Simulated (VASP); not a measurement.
# MoSe4 (P4/mcc) in VASP: single point with r2SCAN

Aim: the single point of MoSe4 with r2SCAN.

Everything below comes from runs of VASP 6.6.1. Logs are shortened: lines on timing, memory, paths and dates and some standing lists are left out, and cuts for length are marked.

## 1. The cell of the first run

Symmetry: P4/mcc, No. 124, tetragonal system. The conventional cell has a = 6.055 Å, b = 6.055 Å, c = 6.371 Å, α = 90.00°, β = 90.00°, γ = 90.00°. Within 2.9 Å of Mo (site symmetry 422) lie 8 Se at 2.21 Å. Se (site symmetry m) has 2 Se at 2.17 Å and 2 Mo at 2.21 Å within 2.9 Å.

## 2. Single point, r2SCAN

POSCAR

```
MoSe4
1.0
    6.0550290000      0.0000000000      0.0000000000
    0.0000000000      6.0550290000      0.0000000000
    0.0000000000      0.0000000000      6.3708790000
Mo Se
2 8
Direct
    0.0000000000      0.0000000000      0.2500000000
    0.0000000000      0.0000000000      0.7500000000
    0.2359000000      0.0921000000      0.0000000000
    0.9079000000      0.2359000000      0.0000000000
    0.7641000000      0.9079000000      0.0000000000
    0.0921000000      0.7641000000      0.0000000000
    0.2359000000      0.9079000000      0.5000000000
    0.9079000000      0.7641000000      0.5000000000
    0.7641000000      0.0921000000      0.5000000000
    0.0921000000      0.2359000000      0.5000000000
```

INCAR.step1

```
SYSTEM = MoSe4
ALGO = Normal
EDIFF = 1E-4
ENCUT = 520
GGA = PE
ISMEAR = 1
LASPH = .TRUE.
LCHARG = .FALSE.
LREAL = .FALSE.
LWAVE = .TRUE.
NBANDS = 49
NELM = 60
PREC = Accurate
SIGMA = 0.0799
```

INCAR.step2

```
SYSTEM = MoSe4
ALGO = Normal
EDIFF = 1E-7
ENCUT = 520
ISIF = 2
ISMEAR = 1
ISTART = 1
LASPH = .TRUE.
LCHARG = .TRUE.
LELF = .TRUE.
LMIXTAU = .TRUE.
LREAL = .FALSE.
LVHAR = .TRUE.
LWAVE = .FALSE.
METAGGA = R2SCAN
NBANDS = 49
NELM = 60
PREC = Accurate
SIGMA = 0.0799
```

KPOINTS

```
k-points
0
G
  4 4 4
  0 0 0
```

Potentials or basis: VASP PAW PBE potentials, release 64 (Mo_sv, Se).

The run is started by

```sh
$ cat potpaw_PBE.64/Mo_sv/POTCAR potpaw_PBE.64/Se/POTCAR > POTCAR
$ cp INCAR.step1 INCAR
$ mpirun -np 1 vasp_std > vasp.out
$ cp INCAR.step2 INCAR
$ mpirun -np 1 vasp_std > vasp.out
```

OUTCAR:

```text
SYSTEM = MoSe4
   EDIFF = 1E-7
   ENCUT = 520
   ISIF = 2
   ISMEAR = 1
   ISTART = 1
   LASPH = .TRUE.
   LREAL = .FALSE.
   METAGGA = R2SCAN
   NELM = 60
   PREC = Accurate

 ion  position               nearest neighbor table
   1  0.000  0.000  0.250-   3 2.21   4 2.21   5 2.21   6 2.21   7 2.21   8 2.21   9 2.21  10 2.21
                             2 3.19   2 3.19
   2  0.000  0.000  0.750-   3 2.21   4 2.21   5 2.21   6 2.21   7 2.21   8 2.21   9 2.21  10 2.21
                             1 3.19   1 3.19
   3  0.236  0.092  0.000-   4 2.17   6 2.17   1 2.21   2 2.21
   4  0.908  0.236  0.000-   3 2.17   5 2.17   1 2.21   2 2.21
   5  0.764  0.908  0.000-   4 2.17   6 2.17   1 2.21   2 2.21
   6  0.092  0.764  0.000-   3 2.17   5 2.17   1 2.21   2 2.21
   7  0.236  0.908  0.500-   8 2.17  10 2.17   1 2.21   2 2.21
   8  0.908  0.764  0.500-   7 2.17   9 2.17   1 2.21   2 2.21
   9  0.764  0.092  0.500-   8 2.17  10 2.17   1 2.21   2 2.21
  10  0.092  0.236  0.500-   7 2.17   9 2.17   1 2.21   2 2.21

  LATTYP: Found a simple tetragonal cell.
 ALAT       =     6.0550290000
 C/A-ratio  =     1.0521632514

  Lattice vectors:

 A1 = (   6.0550290000,   0.0000000000,   0.0000000000)
 A2 = (   0.0000000000,   6.0550290000,   0.0000000000)
 A3 = (   0.0000000000,   0.0000000000,   6.3708790000)

Analysis of symmetry for initial positions (statically):
=====================================================================
 Subroutine PRICEL returns:
 Original cell was already a primitive cell.

 Routine SETGRP: Setting up the symmetry group for a
 simple tetragonal supercell.

 Subroutine GETGRP returns: Found 16 space group operations
 (whereof  8 operations were pure point group operations)
 out of a pool of 16 trial point group operations.

The static configuration has the point symmetry C_4h.
 The point group associated with its full space group is D_4h.

Analysis of symmetry for dynamics (positions and initial velocities):
=====================================================================
 Subroutine PRICEL returns:
 Original cell was already a primitive cell.

 Routine SETGRP: Setting up the symmetry group for a
 simple tetragonal supercell.

 Subroutine GETGRP returns: Found 16 space group operations
 (whereof  8 operations were pure point group operations)
 out of a pool of 16 trial point group operations.

The dynamic configuration has the point symmetry C_4h.
 The point group associated with its full space group is D_4h.

 Subroutine INISYM returns: Found 16 space group operations
 (whereof  8 operations are pure point group operations),
 and found     1 'primitive' translations

----------------------------------------------------------------------------------------

                                     Primitive cell

  volume of cell :     233.5779

  direct lattice vectors                    reciprocal lattice vectors
     6.055029000  0.000000000  0.000000000     0.165151975  0.000000000  0.000000000
     0.000000000  6.055029000  0.000000000     0.000000000  0.165151975  0.000000000
     0.000000000  0.000000000  6.370879000     0.000000000  0.000000000  0.156964212

  length of vectors
     6.055029000  6.055029000  6.370879000     0.165151975  0.165151975  0.156964212

  position of ions in fractional coordinates (direct lattice)
     0.000000000  0.000000000  0.250000000
     0.000000000  0.000000000  0.750000000
     0.235900000  0.092100000  0.000000000
     0.907900000  0.235900000  0.000000000
     0.764100000  0.907900000  0.000000000
     0.092100000  0.764100000  0.000000000
     0.235900000  0.907900000  0.500000000
     0.907900000  0.764100000  0.500000000
     0.764100000  0.092100000  0.500000000
     0.092100000  0.235900000  0.500000000

  ion indices of the primitive-cell ions
   primitive index   ion index
                 1           1
                 2           2
                 3           3
                 4           4
                 5           5
                 6           6
                 7           7
                 8           8
                 9           9
                10          10

----------------------------------------------------------------------------------------

 KPOINTS: k-points

Automatic generation of k-mesh.
 Grid dimensions read from file:
 generate k-points for:    4    4    4

 Generating k-lattice:

  Cartesian coordinates                     Fractional coordinates (reciprocal lattice)
     0.041287994  0.000000000  0.000000000     0.250000000  0.000000000  0.000000000
     0.000000000  0.041287994  0.000000000     0.000000000  0.250000000  0.000000000
     0.000000000  0.000000000  0.039241053     0.000000000  0.000000000  0.250000000

  Length of vectors
     0.041287994  0.041287994  0.039241053

  Shift w.r.t. Gamma in fractional coordinates (k-lattice)
     0.000000000  0.000000000  0.000000000

 Subroutine IBZKPT returns following result:
 ===========================================

 Found     18 irreducible k-points:

 Following reciprocal coordinates:
            Coordinates               Weight
  0.000000  0.000000  0.000000      1.000000
  0.250000  0.000000  0.000000      4.000000
  0.500000  0.000000  0.000000      2.000000
  0.250000  0.250000  0.000000      4.000000
  0.500000  0.250000  0.000000      4.000000
  0.500000  0.500000  0.000000      1.000000
[... 10 lines left out ...]
  0.500000  0.250000  0.500000      4.000000
  0.500000  0.500000  0.500000      1.000000
   k-points           NKPTS =     18   k-points in BZ     NKDIM =     18   number of bands    NBANDS=     49
   number of dos      NEDOS =    301   number of ions     NIONS =     10
   total plane-waves  NPLWV = 110592
   dimension x,y,z NGX =    48 NGY =   48 NGZ =   48
   dimension x,y,z NGXF=    96 NGYF=   96 NGZF=   96
   ions per type =               2   8
   NGX,Y,Z   is equivalent  to a cutoff of  13.18, 13.18, 12.53 a.u.
   NGXF,Y,Z  is equivalent  to a cutoff of  26.36, 26.36, 25.05 a.u.
 SYSTEM =  MoSe4
   PREC   = accura    normal or accurate (medium, high low for compatibility)
   ISTART =      1    job   : 0-new  1-cont  2-samecut
   ICHARG =      0    charge: 1-file 2-atom 10-const
   ISPIN  =      1    spin polarized calculation?
   LNONCOLLINEAR =      F non collinear calculations
   LSORBIT =      F    spin-orbit coupling
   LASPH  =      T    aspherical Exc in radial PAW
   ENCUT  =  520.0 eV  38.22 Ry    6.18 a.u.  11.26 11.26 11.85*2*pi/ulx,y,z
   NELM   =     60;   NELMIN=  2; NELMDL=  0     # of ELM steps
   EDIFF  = 0.1E-06   stopping-criterion for ELM
   LREAL  =      F    real-space projection
   EDIFFG = 0.1E-05   stopping-criterion for IOM
   NSW    =      0    number of steps for IOM
   IBRION =     -1    ionic relax: 0-MD 1-quasi-New 2-CG
   NFREE  =      0    steps in history (QN), initial steepest desc. (CG)
   ISIF   =      2    stress and relaxation
   ISYM   =      2    0-nonsym 1-usesym 2-fastsym
   POTIM  = 0.5000    time-step for ionic-motion
   TEBEG  =    0.0;   TEEND  =   0.0 temperature during run
   PSTRESS=    0.0 pullay stress
   NELECT =      76.0000    total number of electrons
   NUPDOWN=      -1.0000    fix difference up-down
   EMIN   =  10.00;   EMAX   =-10.00  energy-range for DOS
   EFERMI =   0.00;   METHOD = LEGACY
   ISMEAR =     1;   SIGMA  =   0.08  broadening in eV -4-tet -1-fermi 0-gaus
   EFERMI_NEDOS =   21; number of points for ismear=-14 and -15
   IALGO  =     38    algorithm
   IMIX   =      4    mixing-type and parameters
     AMIX     =   0.40;   BMIX     =  1.00
     AMIX_MAG =   1.60;   BMIX_MAG =  1.00
  volume/ion in A,a.u.               =      23.36       157.63
  Fermi-wavevector in a.u.,A,eV,Ry     =   1.125992  2.127817 17.250265  1.267859
  Thomas-Fermi vector in A             =   2.262672
   LORBIT       =      0    0 simple, 1 ext, 2 COOP (PROOUT), +10 PAW based schemes
   METAGGA = R2SCAN    functional components
   LHFCALC =     F    Hartree Fock is set to
   AEXX    =    0.0000 exact exchange contribution
   IVDW    =     0    specifies the selected vdW correction
   LEPSILON=     F    determine dielectric tensor
   LRPA    =     F    only Hartree local field effects (RPA)
 non-spin polarized calculation
 Methfessel and Paxton  Order N= 1 SIGMA  =   0.08
  energy-cutoff  :      520.00
  volume of cell :      233.58
 maximum number of plane-waves:      6327
 NGX is ok and might be reduce to    48
   NGX = 23   NGY = 23   NGZ = 23

 number of electron      76.0000005 magnetization

 Free energy of the ion-electron system (eV)
  ---------------------------------------------------
  ext. energy  EPLUGINS =         0.00000000
  ---------------------------------------------------
  free energy    TOTEN  =      -141.94091896 eV

  energy without entropy =     -141.94186606  energy(sigma->0) =     -141.94123466

 E-fermi :   4.9062     XC(G=0):  -9.4844

 val. band max:        4.8781052797   @ k =   0.5000   0.5000   0.0000
 cond. band min:       4.9258484355   @ k =   0.5000   0.0000   0.2500
 fundamental gap:      0.0477431557
 Fermi energy:         4.9061951010

 k-point     1 :       0.0000    0.0000    0.0000
  band No.  band energies     occupation
      1     -57.4754      2.00000
      2     -57.4208      2.00000
      3     -32.7280      2.00000
      4     -31.9012      2.00000
      5     -31.3100      2.00000
      6     -31.3100      2.00000
[... 41 lines left out ...]
     48       9.5088      0.00000
     49      10.1394      0.00000

 k-point     2 :       0.2500    0.0000    0.0000
  band No.  band energies     occupation
      1     -57.4754      2.00000
      2     -57.4208      2.00000
      3     -32.7279      2.00000
      4     -31.9012      2.00000
      5     -31.3101      2.00000
      6     -31.3100      2.00000
[... 41 lines left out ...]
     48       9.9803      0.00000
     49      10.2255      0.00000

 k-point     3 :       0.5000    0.0000    0.0000
  band No.  band energies     occupation
      1     -57.4754      2.00000
      2     -57.4208      2.00000
      3     -32.7279      2.00000
      4     -31.9012      2.00000
      5     -31.3102      2.00000
      6     -31.3100      2.00000
[... 41 lines left out ...]
     48      10.2739      0.00000
     49      10.5986      0.00000

 k-point     4 :       0.2500    0.2500    0.0000
  band No.  band energies     occupation
      1     -57.4754      2.00000
      2     -57.4208      2.00000
      3     -32.7279      2.00000
      4     -31.9012      2.00000
      5     -31.3101      2.00000
      6     -31.3101      2.00000
[... 665 lines left out ...]
     48       8.8595      0.00000
     49       9.5265      0.00000

 k-point    17 :       0.5000    0.2500    0.5000
  band No.  band energies     occupation
      1     -57.4482      2.00000
      2     -57.4482      2.00000
      3     -32.3315      2.00000
      4     -32.3315      2.00000
      5     -31.2350      2.00000
      6     -31.2350      2.00000
[... 41 lines left out ...]
     48       8.9237      0.00000
     49       9.6529      0.00000

 k-point    18 :       0.5000    0.5000    0.5000
  band No.  band energies     occupation
      1     -57.4482      2.00000
      2     -57.4482      2.00000
      3     -32.3315      2.00000
      4     -32.3315      2.00000
      5     -31.2350      2.00000
      6     -31.2350      2.00000
[... 41 lines left out ...]
     48       9.3489      0.00000
     49       9.8492      0.00000

------------------------ aborting loop because EDIFF is reached ----------------------------------------

  FORCE on cell =-STRESS in cart. coord.  units (eV):
  Direction    XX          YY          ZZ          XY          YZ          ZX
  --------------------------------------------------------------------------------------
  -------------------------------------------------------------------------------------
  Total      100.9966296    100.9966296    116.4744747      0.0000000     -0.0000000      0.0000000
  in kB      692.7645435    692.7645435    798.9314747      0.0000000     -0.0000000      0.0000000
  external PRESSURE =     728.1535205 kB  Pullay stress =       0.0000000 kB

 VOLUME and BASIS-vectors are now :
 -----------------------------------------------------------------------------
  energy-cutoff  :      520.00
  volume of cell :      233.58
      direct lattice vectors                 reciprocal lattice vectors
     6.055029000  0.000000000  0.000000000     0.165151975  0.000000000  0.000000000
     0.000000000  6.055029000  0.000000000     0.000000000  0.165151975  0.000000000
     0.000000000  0.000000000  6.370879000     0.000000000  0.000000000  0.156964212

 POSITION                                       TOTAL-FORCE (eV/Angst)
 -----------------------------------------------------------------------------------
      0.00000      0.00000      1.59272         0.000000      0.000000      0.000000
      0.00000      0.00000      4.77816         0.000000      0.000000     -0.000000
      1.42838      0.55767      0.00000        15.496142      6.422037      0.000000
      5.49736      1.42838      0.00000        -6.422037     15.496142     -0.000000
      4.62665      5.49736      0.00000       -15.496142     -6.422037     -0.000000
      0.55767      4.62665      0.00000         6.422037    -15.496142     -0.000000
      1.42838      5.49736      3.18544        15.496142     -6.422037      0.000000
      5.49736      4.62665      3.18544        -6.422037    -15.496142     -0.000000
      4.62665      0.55767      3.18544       -15.496142      6.422037     -0.000000
      0.55767      1.42838      3.18544         6.422037     15.496142     -0.000000
 -----------------------------------------------------------------------------------
    total drift:                                0.000000     -0.000000     -0.000000

  FREE ENERGIE OF THE ION-ELECTRON SYSTEM (eV)
  ---------------------------------------------------
  free  energy   TOTEN  =      -141.9409189638 eV

  energy  without entropy=     -141.9418660641  energy(sigma->0) =     -141.94123466
```

It took 6.7 min on 1 thread of Intel Xeon Platinum 8559C (Emerald Rapids), shared host; peak memory 0.45 GiB.

What came out:

| Quantity | Value |
| --- | --- |
| Free energy | -141.9409 eV |
| Pressure | 72.8 GPa |
| Largest force | 16.774 eV/Å |
| Band gap on the k mesh | zero (bands 38 and 39 overlap by 0.68 eV) |

Forces on the atoms (eV/Å):
```
Mo    0.000   0.000   0.000
Mo    0.000   0.000   0.000
Se   15.496   6.422   0.000
Se   -6.422  15.496   0.000
Se  -15.496  -6.422   0.000
Se    6.422 -15.496   0.000
Se   15.496  -6.422   0.000
Se   -6.422 -15.496   0.000
Se  -15.496   6.422   0.000
Se    6.422  15.496   0.000
```

Stress tensor (GPa, compression positive):
```
69.28  0.00  0.00
 0.00 69.28  0.00
 0.00  0.00 79.89
```

Caveat: the cell stands under pressure; the PAW data sets were made with another functional, which shifts forces and pressure a little.
